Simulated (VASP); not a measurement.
# Li3In (I4/mmm) in VASP: vibrations by perturbation theory with LDA

Aim: the vibrations by perturbation theory of Li3In with LDA.

Everything below comes from runs of VASP 6.6.1. Logs are shortened: lines on timing, memory, paths and dates and some standing lists are left out, and cuts for length are marked.

### Step 1. The cell of the first run

Symmetry: I4/mmm, No. 139, tetragonal system. Conventional cell: a = 4.161 Å, b = 4.161 Å, c = 8.456 Å, α = 90.00°, β = 90.00°, γ = 90.00°. Li (site symmetry -4m2) has 8 Li at 2.94 to 2.97 Å and 4 In at 2.97 Å within 3.9 Å. Li (site symmetry 4/mmm) has 4 In at 2.94 Å and 8 Li at 2.97 Å within 3.9 Å. In (site symmetry 4/mmm) has 12 Li at 2.94 to 2.97 Å within 3.9 Å.

### Step 2. Vibrations by perturbation theory, LDA

Contents of INCAR:

```
SYSTEM = Li3In
  ALGO = Normal
  EDIFF = 1E-8
  ENCUT = 520
  GGA = CA
  IBRION = 8
  ISIF = 2
  ISMEAR = -1
  LASPH = .True.
  LCHARG = .True.
  LREAL = .False.
  LWAVE = .False.
  NELM = 60
  NSW = 1
  PREC = Accurate
  SIGMA = 0.15
```

Contents of KPOINTS:

```
k-points
0
Gamma
  9 9 9
  0 0 0
```

Contents of POSCAR:

```
Li3In
1.0
   -2.0807310000      2.0807310000      4.2280790000
    2.0807310000     -2.0807310000      4.2280790000
    2.0807310000      2.0807310000     -4.2280790000
Li In
3 1
Direct
    0.7500000000      0.2500000000      0.5000000000
    0.2500000000      0.7500000000      0.5000000000
    0.5000000000      0.5000000000      0.0000000000
    0.0000000000      0.0000000000      0.0000000000
```

Potentials or basis: VASP PAW LDA potentials, release 64 (Li_sv, In_d).

Run with:

```
cat potpaw_LDA.64/Li_sv/POTCAR potpaw_LDA.64/In_d/POTCAR > POTCAR
mpirun -np 1 vasp_std > vasp.out
```

OUTCAR:

```text
SYSTEM = Li3In
   EDIFF = 1E-8
   ENCUT = 520
   GGA = CA
   IBRION = 8
   ISIF = 2
   ISMEAR = -1
   LASPH = .True.
   LREAL = .False.
   NELM = 60
   NSW = 1
   PREC = Accurate

 ion  position               nearest neighbor table
   1  0.750  0.250  0.500-   4 2.97   4 2.97   4 2.97   4 2.97
   2  0.250  0.750  0.500-   4 2.97   4 2.97   4 2.97   4 2.97
   3  0.500  0.500  0.000-   4 2.94   4 2.94   4 2.94   4 2.94
   4  0.000  0.000  0.000-   3 2.94   3 2.94   3 2.94   3 2.94   2 2.97   1 2.97   2 2.97   2 2.97
                             1 2.97   1 2.97   2 2.97   1 2.97

  LATTYP: Found a body centered tetragonal cell.
 ALAT       =     4.1614620000
 C/A-ratio  =     2.0320161520

  Lattice vectors:

 A1 = (  -2.0807310000,   2.0807310000,   4.2280790000)
 A2 = (   2.0807310000,  -2.0807310000,   4.2280790000)
 A3 = (   2.0807310000,   2.0807310000,  -4.2280790000)

Analysis of symmetry for initial positions (statically):
=====================================================================
 Subroutine PRICEL returns:
 Original cell was already a primitive cell.

 Routine SETGRP: Setting up the symmetry group for a
 body centered tetragonal supercell.

 Subroutine GETGRP returns: Found 16 space group operations
 (whereof 16 operations were pure point group operations)
 out of a pool of 16 trial point group operations.

The static configuration has the point symmetry D_4h.

Analysis of symmetry for dynamics (positions and initial velocities):
=====================================================================
 Subroutine PRICEL returns:
 Original cell was already a primitive cell.

 Routine SETGRP: Setting up the symmetry group for a
 body centered tetragonal supercell.

[... 628 lines left out ...]
  free  energy   TOTEN  =       -10.5297633988 eV

  energy  without entropy=      -10.4201932178  energy(sigma->0) =      -10.47497831

[... ionic steps 2 to 12 ...]

--------------------------------------- Ionic step       13  -------------------------------------------

------------------------ aborting loop because EDIFF is reached ----------------------------------------

[... ionic steps 14 to 14 ...]

--------------------------------------- Ionic step       15  -------------------------------------------

 Free energy of the ion-electron system (eV)
  ---------------------------------------------------
  ---------------------------------------------------
  free energy    TOTEN  =        -0.24253809 eV

  energy without entropy =       -0.24253808

------------------------ aborting loop because EDIFF is reached ----------------------------------------

 INTERNAL STRAIN TENSOR  FOR ION    4  DIRECTION 3   (eV/Angst):
 -----------------------------------------------------------------------------
     0.00700  0.00000  0.00000
     0.00000  0.00700 -0.00000
     0.00000  0.00000 -0.01413

 INTERNAL STRAIN TENSOR FOR ION    4 for displacements in x,y,z  (eV/Angst):
          X           Y           Z          XY          YZ          ZX
  --------------------------------------------------------------------------------
  x     0.00000     0.00000     0.00000     0.00000     0.00000     0.00000
  y     0.00000     0.00000     0.00000     0.00000     0.00000     0.00000
  z     0.00000     0.00000     0.00000     0.00000     0.00000     0.00000

 SECOND DERIVATIVES (NOT SYMMETRIZED)
 ------------------------------------
               1X          1Y          1Z          2X          2Y          2Z          3X          3Y          3Z          4X          4Y          4Z
  1X    -1.969449    0.000000    0.000000    0.771464   -0.000000    0.000000    0.498865    0.000000    0.000000    0.699120    0.000000    0.000000
  1Y    -0.000000   -1.969449    0.000000    0.000000    0.771464    0.000000   -0.000000    0.498865    0.000000    0.000000    0.699120   -0.000000
  1Z     0.000000   -0.000000   -2.014401    0.000000   -0.000000   -0.126725    0.000000   -0.000000    0.893597    0.000000    0.000000    1.247529
  2X     0.771464   -0.000000    0.000000   -1.969449    0.000000    0.000000    0.498865    0.000000    0.000000    0.699120    0.000000    0.000000
  2Y     0.000000    0.771464    0.000000   -0.000000   -1.969449    0.000000   -0.000000    0.498865    0.000000    0.000000    0.699120   -0.000000
  2Z     0.000000   -0.000000   -0.126725    0.000000   -0.000000   -2.014401    0.000000   -0.000000    0.893597    0.000000    0.000000    1.247529
  3X     0.592070    0.000000    0.000000    0.592070    0.000000    0.000000   -2.166169    0.000000    0.000000    0.982029    0.000000    0.000000
  3Y     0.000000    0.592070    0.000000    0.000000    0.592070    0.000000    0.000000   -2.166169    0.000000    0.000000    0.982029    0.000000
  3Z     0.000000    0.000000    0.837146    0.000000    0.000000    0.837146    0.000000   -0.000000   -1.355016    0.000000   -0.000000   -0.319277
  4X     0.683012    0.000000    0.000000    0.683012    0.000000    0.000000    1.177139    0.000000    0.000000   -2.543162    0.000000    0.000000
  4Y     0.000000    0.683012    0.000000    0.000000    0.683012    0.000000    0.000000    1.177139    0.000000    0.000000   -2.543162    0.000000
  4Z     0.000000    0.000000    1.319652    0.000000    0.000000    1.319652    0.000000    0.000000   -0.371267    0.000000    0.000000   -2.268036

 Eigenvectors and eigenvalues of the dynamical matrix
 ----------------------------------------------------

   1 f  =   10.381753 THz    65.230478 2PiTHz  346.298008 cm-1    42.935462 meV
             X         Y         Z           dx          dy          dz
      0.000000  2.080731  2.114040    -0.000000   -0.000000   -0.570077
      2.080731  0.000000  2.114040    -0.000000   -0.000000   -0.570077
      0.000000  0.000000  4.228079     0.000000   -0.000000    0.575051
      0.000000  0.000000  0.000000    -0.000000   -0.000000    0.139071
[... 71 lines left out ...]
  12 f/i=    0.077915 THz     0.489556 2PiTHz    2.598973 cm-1     0.322231 meV
             X         Y         Z           dx          dy          dz
      0.000000  2.080731  2.114040    -0.167740    0.165316    0.000000
      2.080731  0.000000  2.114040    -0.167740    0.165316    0.000000
      0.000000  0.000000  4.228079    -0.164641    0.162262    0.000000
      0.000000  0.000000  0.000000    -0.651074    0.641666    0.000000

--------------------------------------------------------------------------------------------------------

 ELASTIC MODULI CONTR FROM IONIC RELAXATION (kBar)
 Direction    XX          YY          ZZ          XY          YZ          ZX
 --------------------------------------------------------------------------------
 XX          -7.6743      7.6743      0.0000      0.0000      0.0000      0.0000
 YY           7.6743     -7.6743     -0.0000      0.0000     -0.0000     -0.0000
 ZZ           0.0000     -0.0000     -0.0000      0.0000     -0.0000     -0.0000
 XY           0.0000      0.0000      0.0000      0.0000      0.0000      0.0000
 YZ           0.0000     -0.0000     -0.0000      0.0000     -0.0038     -0.0000
 ZX           0.0000     -0.0000     -0.0000      0.0000     -0.0000     -0.0044
 --------------------------------------------------------------------------------
```

stdout:

```text
POSCAR found type information on POSCAR LiIn
 POSCAR found :  2 types and       4 ions
 scaLAPACK will be used
 LDA part: xc-table for (Slater(with rela. corr.)+CA(PZ))
 , standard interpolation
 POSCAR, INCAR and KPOINTS ok, starting setup
 FFT: planning ... GRIDC
 FFT: planning ... GRID_SOFT
 FFT: planning ... GRID
 WAVECAR not read
 entering main loop
 Linear response reoptimize wavefunctions to high precision
 Linear response DOF=           6
 Linear response progress:
 first order change of Fermi-energy  -0.42678E-05
 force on displaced ion       1 direction 1 :  -1.969  -0.000  -0.000
 Linear response progress:
 first order change of Fermi-energy   0.22129E-04
 force on displaced ion       1 direction 3 :   0.000   0.000  -2.014
 Linear response progress:
 first order change of Fermi-energy   0.21853E-05
 force on displaced ion       3 direction 1 :  -2.166   0.000  -0.000
 Linear response progress:
 first order change of Fermi-energy  -0.40210E-04
 force on displaced ion       3 direction 3 :  -0.000  -0.000  -1.355
 Linear response progress:
 first order change of Fermi-energy  -0.23542E-04
 force on displaced ion       4 direction 1 :  -2.543  -0.000  -0.000
 Linear response progress:
 first order change of Fermi-energy   0.11760E-03
 force on displaced ion       4 direction 3 :  -0.000  -0.000  -2.268
 Linear response finished
```

It took 17 min on 1 thread of Intel Xeon 6975P-C (Granite Rapids), shared host; peak memory 0.6 GiB.

What came out:

```yaml
Highest_phonon_frequency_at_Γ: 346 cm⁻¹
```

Phonon frequencies in cm⁻¹ (negative: imaginary):
```csv
q point,frequencies
"(0.000, 0.000, 0.000)",-3 -3 -2 145 189 189 271 317 317 326 326 346
```

Caveat: the cell stands under pressure or tension, which shifts response properties; spin-orbit coupling is left out, which moves the levels of the heavy elements.
